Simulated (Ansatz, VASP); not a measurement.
Two plane-wave programs on Si2Sb2Se

INCAR

```
SYSTEM = Si2Sb2Se
  PREC = Accurate
  ENCUT = 600
  EDIFF = 1E-7
  ISMEAR = 0
  SIGMA = 0.1
  LREAL = .FALSE.
  LASPH = .TRUE.
  NELM = 60
  ALGO = Normal
  ISIF = 3
  LWAVE = .FALSE.
  LCHARG = .FALSE.
  GGA = PE
  IBRION = 2
  NSW = 90
  EDIFFG = -0.04
```

File KPOINTS:

```
regular mesh
0
G
  6 6 4
  0 0 0
```

POSCAR

```
Si2Sb2Se
1.0
    4.9702751510      0.0000000000      0.0000000000
   -2.4851375755      4.3043845445      0.0000000000
    0.0000000000      0.0000000000      5.7225446707
Si Sb Se
2 2 1
Direct
    0.3333333333      0.6666666667      0.0000000000
    0.6666666667      0.3333333333      0.0000000000
    0.3333333333      0.6666666667      0.5000000000
    0.6666666667      0.3333333333      0.5000000000
    0.0000000000      0.0000000000      0.0000000000
```

Input for Ansatz:

```yaml
crystal:
  lattice:
    - [4.970275151, 0.0, 0.0]
    - [-2.4851375755, 4.3043845445, 0.0]
    - [0.0, 0.0, 5.7225446707]
  atoms:
    - { symbol: Si, position: [0.3333333333, 0.6666666667, 0.0] }
    - { symbol: Si, position: [0.6666666667, 0.3333333333, 0.0] }
    - { symbol: Sb, position: [0.3333333333, 0.6666666667, 0.5] }
    - { symbol: Sb, position: [0.6666666667, 0.3333333333, 0.5] }
    - { symbol: Se, position: [0.0, 0.0, 0.0] }
basis:
  ecutwfc: 420
kpoints:
  mp_grid: { grid: [6, 6, 4] }
hamiltonian:
  xc: pbe
scf:
  occupations: { method: gaussian, width: 0.1 }
  lower_state_search: "off"
output:
  forces: true
  stress: true
  eigenvalues: true
relax:
  adjacent_minimum: "off"
  f_tol: 0.04
  max_steps: 70
  cell: { stress_tol: 0.4 }
```

Alike in both runs: task relaxation of cell and atoms; functional PBE; k mesh 6 × 6 × 4; occupations gaussian, width 0.1 eV; no spin polarisation.

|  | VASP | Ansatz |
| --- | --- | --- |
| version | VASP 6.6.1 | Ansatz 0.2.0 |
| potentials or method | VASP PAW PBE potentials, release 64 (Si, Sb, Se), cutoff 600 eV | scalar-relativistic, plane waves, PAW |
| valence electrons in the cell | 24 | 54 |

```csv
,VASP,Ansatz,Ansatz less VASP
"gap on the k mesh at the Fermi level, each at its own relaxed structure (eV)",none,none,-
relaxed volume (Å³/atom),24.39,24.29,-0.103
relaxed cell length with the largest relative difference (Å),5.661,5.633,-0.0281
```

A gap of «none» marks a metal or a gap that the smearing closes. VASP's potentials hold 24 valence electrons a cell and Ansatz's 54, so a difference there can come from the potentials and not from the codes.

Neither program's run includes spin-orbit coupling.
